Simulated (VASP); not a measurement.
# Te2Mo in VASP: single point with LDA

Aim: the single point of Te2Mo with LDA.

Program: VASP 6.6.1. These are calculated values, not measurements. Logs are shortened: lines on timing, memory, paths and dates and some standing lists are left out, and cuts for length are marked.

**1. The cell of the first run**

The cell holds a slab with vacuum, 3 atoms: a = 3.560 Å, b = 3.560 Å, c = 17.524 Å, α = 90.00°, β = 90.00°, γ = 120.00°.

**2. Single point, LDA (atom 3 (Mo) moved by (-0.200, -0.200) A along x and z)**

INCAR

```
SYSTEM = Te2Mo
PREC     = Accurate       ! precision mode
ENCUT    = 520            ! plane-wave cutoff, eV
EDIFF    = 1E-6           ! SCF threshold, eV
ISMEAR   = 0              ! smearing method
SIGMA    = 0.05           ! smearing width, eV
LREAL    = .FALSE.        ! projectors in reciprocal space
LASPH    = .TRUE.         ! aspherical terms in the spheres
NELM     = 60             ! most SCF steps
ALGO     = Normal         ! electronic algorithm
ISIF     = 2              ! what is computed and relaxed
LWAVE    = .FALSE.        ! write WAVECAR
LCHARG   = .FALSE.        ! write CHGCAR
NBANDS   = 20             ! bands
```

KPOINTS

```
Automatic mesh
0
G
  12 12 2
  0 0 0
```

POSCAR

```
Te2Mo
1.0
    3.5602328140      0.0000000000      0.0000000000
   -1.7801164070      3.0832520603      0.0000000000
    0.0000000000      0.0000000000     17.5240578200
Te Mo
2 1
Direct
    0.3333333333      0.6666666667      0.8978554500
    0.3333333333      0.6666666667      0.1021445500
   -0.0561761015      0.0000000000     -0.0114128818
```

Potentials or basis: VASP PAW LDA potentials, release 64 (Te, Mo_sv).

On the command line:

```bash
cat potpaw_LDA.64/Te/POTCAR potpaw_LDA.64/Mo_sv/POTCAR > POTCAR
mpirun -np 1 vasp_std > vasp.out
```

OUTCAR:

```text
SYSTEM = Te2Mo
   PREC = Accurate
   ENCUT = 520
   EDIFF = 1E-6
   ISMEAR = 0
   LREAL = .FALSE.
   LASPH = .TRUE.
   NELM = 60
   ISIF = 2

 ion  position               nearest neighbor table
   1  0.333  0.667  0.898-   3 2.47   3 2.61   3 2.74   2 3.58
   2  0.333  0.667  0.102-   3 2.74   3 2.87   3 2.99   1 3.58
   3  0.944  0.000  0.989-   1 2.47   1 2.61   1 2.74   2 2.74   2 2.87   2 2.99

  LATTYP: Found a hexagonal cell.
 ALAT       =     3.5602328140
 C/A-ratio  =     4.9221662558

  Lattice vectors:

 A1 = (   3.5602328140,   0.0000000000,   0.0000000000)
 A2 = (  -1.7801164070,   3.0832520603,   0.0000000000)
 A3 = (   0.0000000000,   0.0000000000,  17.5240578200)

Analysis of symmetry for initial positions (statically):
=====================================================================
 Subroutine PRICEL returns:
 Original cell was already a primitive cell.

 Routine SETGRP: Setting up the symmetry group for a
 hexagonal supercell.

 Subroutine GETGRP returns: Found  1 space group operations
 (whereof  1 operations were pure point group operations)
 out of a pool of 24 trial point group operations.

The static configuration has the point symmetry C_1 .

Analysis of symmetry for dynamics (positions and initial velocities):
=====================================================================
 Subroutine PRICEL returns:
 Original cell was already a primitive cell.

 Routine SETGRP: Setting up the symmetry group for a
 hexagonal supercell.

 Subroutine GETGRP returns: Found  1 space group operations
 (whereof  1 operations were pure point group operations)
 out of a pool of 24 trial point group operations.

The dynamic configuration has the point symmetry C_1 .

 Subroutine INISYM returns: Found  1 space group operations
 (whereof  1 operations are pure point group operations),
 and found     1 'primitive' translations

----------------------------------------------------------------------------------------

                                     Primitive cell

  volume of cell :     192.3633

  direct lattice vectors                    reciprocal lattice vectors
     3.560232814  0.000000000  0.000000000     0.280880508  0.162166437  0.000000000
    -1.780116407  3.083252060  0.000000000     0.000000000  0.324332873  0.000000000
     0.000000000  0.000000000 17.524057820     0.000000000  0.000000000  0.057064409

  length of vectors
     3.560232814  3.560232814 17.524057820     0.324332873  0.324332873  0.057064409

  position of ions in fractional coordinates (direct lattice)
     0.333333333  0.666666667  0.897855450
     0.333333333  0.666666667  0.102144550
     0.943823899  0.000000000  0.988587118

  ion indices of the primitive-cell ions
   primitive index   ion index
                 1           1
                 2           2
                 3           3

----------------------------------------------------------------------------------------

 KPOINTS: Automatic mesh

Automatic generation of k-mesh.
 Grid dimensions read from file:
 generate k-points for:   12   12    2

 Generating k-lattice:

  Cartesian coordinates                     Fractional coordinates (reciprocal lattice)
     0.023406709  0.013513870  0.000000000     0.083333333  0.000000000  0.000000000
     0.000000000  0.027027739  0.000000000     0.000000000  0.083333333  0.000000000
     0.000000000  0.000000000  0.028532204     0.000000000  0.000000000  0.500000000

  Length of vectors
     0.027027739  0.027027739  0.028532204

  Shift w.r.t. Gamma in fractional coordinates (k-lattice)
     0.000000000  0.000000000  0.000000000

 Subroutine IBZKPT returns following result:
 ===========================================

 Found    148 irreducible k-points:

 Following reciprocal coordinates:
            Coordinates               Weight
  0.000000  0.000000  0.000000      1.000000
  0.083333  0.000000  0.000000      2.000000
  0.000000  0.083333  0.000000      2.000000
 -0.083333  0.083333  0.000000      2.000000
  0.166667  0.000000  0.000000      2.000000
  0.000000  0.166667  0.000000      2.000000
[... 16 lines left out ...]
  0.166667  0.083333  0.000000      2.000000
 -0.083333  0.250000  0.000000      2.000000
 [... further k-points ...]
   k-points           NKPTS =    148   k-points in BZ     NKDIM =    148   number of bands    NBANDS=     20
   number of dos      NEDOS =    301   number of ions     NIONS =      3
   total plane-waves  NPLWV = 109760
   dimension x,y,z NGX =    28 NGY =   28 NGZ =  140
   dimension x,y,z NGXF=    56 NGYF=   56 NGZF=  280
   ions per type =               2   1
   NGX,Y,Z   is equivalent  to a cutoff of  13.07, 13.07, 13.28 a.u.
   NGXF,Y,Z  is equivalent  to a cutoff of  26.15, 26.15, 26.56 a.u.
 SYSTEM =  Te2Mo
   PREC   = accura    normal or accurate (medium, high low for compatibility)
   ISTART =      0    job   : 0-new  1-cont  2-samecut
   ICHARG =      2    charge: 1-file 2-atom 10-const
   ISPIN  =      1    spin polarized calculation?
   LNONCOLLINEAR =      F non collinear calculations
   LSORBIT =      F    spin-orbit coupling
   LASPH  =      T    aspherical Exc in radial PAW
   ENCUT  =  520.0 eV  38.22 Ry    6.18 a.u.   6.62  6.62 32.58*2*pi/ulx,y,z
   NELM   =     60;   NELMIN=  2; NELMDL= -5     # of ELM steps
   EDIFF  = 0.1E-05   stopping-criterion for ELM
   LREAL  =      F    real-space projection
   EDIFFG = 0.1E-04   stopping-criterion for IOM
   NSW    =      0    number of steps for IOM
   IBRION =     -1    ionic relax: 0-MD 1-quasi-New 2-CG
   NFREE  =      0    steps in history (QN), initial steepest desc. (CG)
   ISIF   =      2    stress and relaxation
   ISYM   =      2    0-nonsym 1-usesym 2-fastsym
   POTIM  = 0.5000    time-step for ionic-motion
   TEBEG  =    0.0;   TEEND  =   0.0 temperature during run
   PSTRESS=    0.0 pullay stress
   NELECT =      26.0000    total number of electrons
   NUPDOWN=      -1.0000    fix difference up-down
   EMIN   =  10.00;   EMAX   =-10.00  energy-range for DOS
   EFERMI =   0.00;   METHOD = LEGACY
   ISMEAR =     0;   SIGMA  =   0.05  broadening in eV -4-tet -1-fermi 0-gaus
   EFERMI_NEDOS =   21; number of points for ismear=-14 and -15
   IALGO  =     38    algorithm
   IMIX   =      4    mixing-type and parameters
     AMIX     =   0.40;   BMIX     =  1.00
     AMIX_MAG =   1.60;   BMIX_MAG =  1.00
  volume/ion in A,a.u.               =      64.12       432.71
  Fermi-wavevector in a.u.,A,eV,Ry     =   0.840153  1.587660  9.603777  0.705858
  Thomas-Fermi vector in A             =   1.954489
   LORBIT       =      0    0 simple, 1 ext, 2 COOP (PROOUT), +10 PAW based schemes
   GGA     = CA    functional components
   LHFCALC =     F    Hartree Fock is set to
   AEXX    =    0.0000 exact exchange contribution
   IVDW    =     0    specifies the selected vdW correction
   LEPSILON=     F    determine dielectric tensor
   LRPA    =     F    only Hartree local field effects (RPA)
 non-spin polarized calculation
 Gauss-broadening in eV      SIGMA  =   0.05
  energy-cutoff  :      520.00
  volume of cell :      192.36
 maximum number of plane-waves:      5262
   NGX = 13   NGY = 13   NGZ = 65

 number of electron      25.9999999 magnetization

 Free energy of the ion-electron system (eV)
  ---------------------------------------------------
  ext. energy  EPLUGINS =         0.00000000
  ---------------------------------------------------
  free energy    TOTEN  =       -19.70922025 eV

  energy without entropy =      -19.70922025  energy(sigma->0) =      -19.70922025

 E-fermi :   0.3203     XC(G=0):  -4.8317

 val. band max:       -0.0012605921   @ k =  -0.0833   0.1667   0.0000
 cond. band min:       0.7398116703   @ k =  -0.1667   0.3333   0.0000
 fundamental gap:      0.7410722624
 Fermi energy:         0.3203494371

 k-point     1 :       0.0000    0.0000    0.0000
  band No.  band energies     occupation
      1     -60.4204      2.00000
      2     -34.7946      2.00000
      3     -34.6985      2.00000
      4     -34.6273      2.00000
      5     -12.7103      2.00000
      6     -11.7335      2.00000
[... 12 lines left out ...]
     19       4.8421      0.00000
     20       5.5787      0.00000

 k-point     2 :       0.0833    0.0000    0.0000
  band No.  band energies     occupation
      1     -60.4198      2.00000
      2     -34.7932      2.00000
      3     -34.7059      2.00000
      4     -34.6299      2.00000
      5     -12.6157      2.00000
      6     -11.6736      2.00000
[... 12 lines left out ...]
     19       4.9738      0.00000
     20       5.7536      0.00000

 k-point     3 :       0.0000    0.0833    0.0000
  band No.  band energies     occupation
      1     -60.4198      2.00000
      2     -34.7931      2.00000
      3     -34.7044      2.00000
      4     -34.6313      2.00000
      5     -12.6176      2.00000
      6     -11.6704      2.00000
[... 12 lines left out ...]
     19       4.9699      0.00000
     20       5.7644      0.00000

 k-point     4 :      -0.0833    0.0833    0.0000
  band No.  band energies     occupation
      1     -60.4198      2.00000
      2     -34.7933      2.00000
      3     -34.7003      2.00000
      4     -34.6348      2.00000
      5     -12.6208      2.00000
      6     -11.6661      2.00000
[... 12 lines left out ...]
     19       4.9582      0.00000
     20       5.7588      0.00000

 k-point     5 :       0.1667    0.0000    0.0000
  band No.  band energies     occupation
      1     -60.4180      2.00000
      2     -34.7903      2.00000
      3     -34.7256      2.00000
      4     -34.6363      2.00000
      5     -12.3416      2.00000
      6     -11.5008      2.00000
[... 12 lines left out ...]
     19       5.3038      0.00000
     20       6.0789      0.00000
[... 353 lines left out ...]
      6     -11.5361      2.00000
[... 12 lines left out ...]
     19       5.1710      0.00000
     20       6.0020      0.00000

 k-point    22 :      -0.1667    0.0833    0.0000
  band No.  band energies     occupation
      1     -60.4187      2.00000
      2     -34.7911      2.00000
      3     -34.7114      2.00000
      4     -34.6416      2.00000
      5     -12.4395      2.00000
      6     -11.5453      2.00000
[... 12 lines left out ...]
     19       5.1897      0.00000
     20       5.9986      0.00000

 k-point    23 :       0.1667    0.0833    0.0000
  band No.  band energies     occupation
      1     -60.4165      2.00000
      2     -34.7899      2.00000
      3     -34.7429      2.00000
      4     -34.6398      2.00000
      5     -12.0809      2.00000
      6     -11.3423      2.00000
[... 12 lines left out ...]
     19       5.6305      0.00000
     20       6.3886      0.00000

 k-point    24 :      -0.0833    0.2500    0.0000
  band No.  band energies     occupation
      1     -60.4168      2.00000
      2     -34.7865      2.00000
      3     -34.7254      2.00000
      4     -34.6583      2.00000
      5     -12.1076      2.00000
      6     -11.2988      2.00000
[... 12 lines left out ...]
     19       5.5714      0.00000
     20       6.3829      0.00000

 [... further k-points ...]

------------------------ aborting loop because EDIFF is reached ----------------------------------------

  FORCE on cell =-STRESS in cart. coord.  units (eV):
  Direction    XX          YY          ZZ          XY          YZ          ZX
  --------------------------------------------------------------------------------------
  -------------------------------------------------------------------------------------
  Total       -0.9747306     -0.8946819      0.9110169      1.6777408      0.3996565      1.5879184
  in kB       -8.1184495     -7.4517302      7.5877833     13.9737620      3.3287054     13.2256388
  external PRESSURE =      -2.6607988 kB  Pullay stress =       0.0000000 kB

 VOLUME and BASIS-vectors are now :
 -----------------------------------------------------------------------------
  energy-cutoff  :      520.00
  volume of cell :      192.36
      direct lattice vectors                 reciprocal lattice vectors
     3.560232814  0.000000000  0.000000000     0.280880508  0.162166437  0.000000000
    -1.780116407  3.083252060  0.000000000     0.000000000  0.324332873  0.000000000
     0.000000000  0.000000000 17.524057820     0.000000000  0.000000000  0.057064409

 POSITION                                       TOTAL-FORCE (eV/Angst)
 -----------------------------------------------------------------------------------
     -0.00000      2.05550     15.73407        -2.026465     -0.258686     -2.669417
     -0.00000      2.05550      1.78999        -0.821304     -0.005984     -1.668536
      3.36023      0.00000     17.32406         2.847769      0.264671      4.337953
 -----------------------------------------------------------------------------------
    total drift:                               -0.000100     -0.000015      0.000465

  FREE ENERGIE OF THE ION-ELECTRON SYSTEM (eV)
  ---------------------------------------------------
  free  energy   TOTEN  =       -19.7092202523 eV

  energy  without entropy=      -19.7092202523  energy(sigma->0) =      -19.70922025
```

It took 11 min on 1 thread of Intel Xeon Platinum 8488C (Sapphire Rapids), shared host; peak memory 0.66 GiB.

Results:

```
Free energy            : -19.7092 eV
Largest force          : 5.196 eV/Å
Band gap on the k mesh : 0.74 eV (least direct gap 0.95 eV)
```

Forces on the atoms (eV/Å):
```
Te  -2.026 -0.259 -2.669
Te  -0.821 -0.006 -1.669
Mo   2.848  0.265  4.338
```

Caveat: the cell differs from its parent crystal (atom 3 (Mo) moved by (-0.200, -0.200) A along x and z); there is no dipole correction, which matters where the two faces differ; semilocal functionals underestimate gaps, and a narrow one can read as zero; spin-orbit coupling is left out, which moves the levels of the heavy elements.
